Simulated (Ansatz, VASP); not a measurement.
This is a calculation of Re for Ansatz 0.2.0.

input.yaml

```yaml
crystal:
  lattice:
    - [2.7608, 0.0, 0.0]
    - [-1.3804, 2.3909229348, 0.0]
    - [0.0, 0.0, 4.4582]
  atoms:
    - { symbol: Re, position: [0.6666666667, 0.3333333333, 0.75] }
    - { symbol: Re, position: [0.3333333333, 0.6666666667, 0.25] }
kpoints:
  mp_grid: { grid: [11, 11, 6] }
scf:
  occupations: { method: fermi_dirac, width: 0.05 }
hamiltonian:
  xc: pbesol
  pseudopotentials: { kind: all_electron, lapw: { basis_error: 0.001 } }
output:
  forces: true
  stress: true
relax:
  f_tol: 0.02
  max_steps: 60
  cell: {}
```

Potentials or basis: all-electron LAPW, scalar-relativistic.

Run with:

```sh
$ ansatz run input.yaml --threads 1 --pin off --max-ram 3072MiB --backend cpu --events-out ev --progress --plain --runs-dir out
```

Problem. Translate it to VASP 6.6.1. Potentials there: VASP PAW PBE potentials, release 64 (Re).

Solution. As run (the cutoff follows the program's own potentials):

File INCAR:

```
PREC     = Accurate       # precision mode
ENCUT    = 600            # plane-wave cutoff, eV
EDIFF    = 1E-6           # SCF threshold, eV
ISMEAR   = -1             # smearing method
SIGMA    = 0.05           # smearing width, eV
LREAL    = F              # projectors in reciprocal space
LASPH    = T              # aspherical terms in the spheres
NELM     = 80             # most SCF steps
ALGO     = Normal         # electronic algorithm
ISIF     = 3              # what is computed and relaxed
LWAVE    = F              # write WAVECAR
LCHARG   = F              # write CHGCAR
GGA      = PS             # functional
IBRION   = 2              # ionic algorithm
NSW      = 80             # ionic steps
EDIFFG   = -0.02          # ionic threshold
```

KPOINTS

```
Automatic mesh
0
Gamma
  11 11 6
```

File POSCAR:

```
Re
1.0
    2.7608000000      0.0000000000      0.0000000000
   -1.3804000000      2.3909229348      0.0000000000
    0.0000000000      0.0000000000      4.4582000000
Re
2
Direct
    0.6666666667      0.3333333333      0.7500000000
    0.3333333333      0.6666666667      0.2500000000
```

Potentials or basis: VASP PAW PBE potentials, release 64 (Re).

Command:

```console
$ cat potpaw_PBE.64/Re/POTCAR > POTCAR
$ mpirun -np 1 vasp_std > vasp.out
```

Both were run:

|  | VASP | Ansatz | Ansatz less VASP |
| --- | --- | --- | --- |
| relaxed volume (Å³/atom) | 14.56 | 14.56 | -0.006 |
| relaxed cell length with the largest relative difference (Å) | 2.751 | 2.750 | -0.0007 |

VASP's potentials were made for PBE, not for PBEsol. Ansatz ran all-electron here, and VASP with PAW potentials.

Spin-orbit coupling is off throughout.
